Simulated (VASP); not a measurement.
Set up this calculation in VASP 6.6.1, as the native input.

| Item | Value |
| --- | --- |
| Task | single point |
| Functional | PBE |
| Potentials or basis | VASP PAW PBE potentials, release 64 (Cu_sv_GW, Os_sv_GW) |
| Cutoff | 820 eV |
| k mesh | 8 × 8 × 8 |
| Occupations | gaussian, width 0.1 eV |
| Spin | no spin polarisation |
| Dipole correction | no |
| Further INCAR settings | ALGO = Normal; EDIFF = 1e-06; NBANDS = 34 |

The structure of Cu2Os lies in POSCAR:

```
Cu2Os
1.0
   -1.2912268844      1.2912268844      5.7882950605
    1.2912268844     -1.2912268844      5.7882950605
    1.2912268844      1.2912268844     -5.7882950605
Cu Os
2 1
Direct
    0.6698262652      0.6698262652      0.0000000000
    0.3301737348      0.3301737348      0.0000000000
    0.0000000000      0.0000000000      0.0000000000
```

One way to write it, as run:

INCAR

```
ALGO     = Normal         # electronic algorithm
EDIFF    = 1E-6           # SCF threshold, eV
ENCUT    = 820            # plane-wave cutoff, eV
GGA      = PE             # functional
GGA_COMPAT= F            
ISIF     = 2              # what is computed and relaxed
ISMEAR   = 0              # smearing method
LASPH    = T              # aspherical terms in the spheres
LCHARG   = T              # write CHGCAR
LELF     = T              # ELF
LREAL    = F              # projectors in reciprocal space
LVHAR    = T            
LWAVE    = F              # write WAVECAR
NBANDS   = 34             # bands
NELM     = 120            # most SCF steps
PREC     = Accurate       # precision mode
SIGMA    = 0.1            # smearing width, eV
```

KPOINTS

```
k-points
0
Gamma
  8 8 8
```

Potentials or basis: VASP PAW PBE potentials, release 64 (Cu_sv_GW, Os_sv_GW).

Run with:

```bash
$ cat potpaw_PBE.64/Cu_sv_GW/POTCAR potpaw_PBE.64/Os_sv_GW/POTCAR > POTCAR
$ mpirun -np 1 vasp_std > vasp.out
```

It gave:

The pressure is -0.6 GPa, the largest force is 0.011 eV/Å and the band gap on the k mesh is zero (bands 27 and 28 overlap by 3.82 eV).

Caveat: spin-orbit coupling is left out, which moves the levels of the heavy elements.

It took 14 min on 1 thread of AMD EPYC 9R45 96-Core Processor (Zen 5) (shared host), peak memory 0.6 GiB.
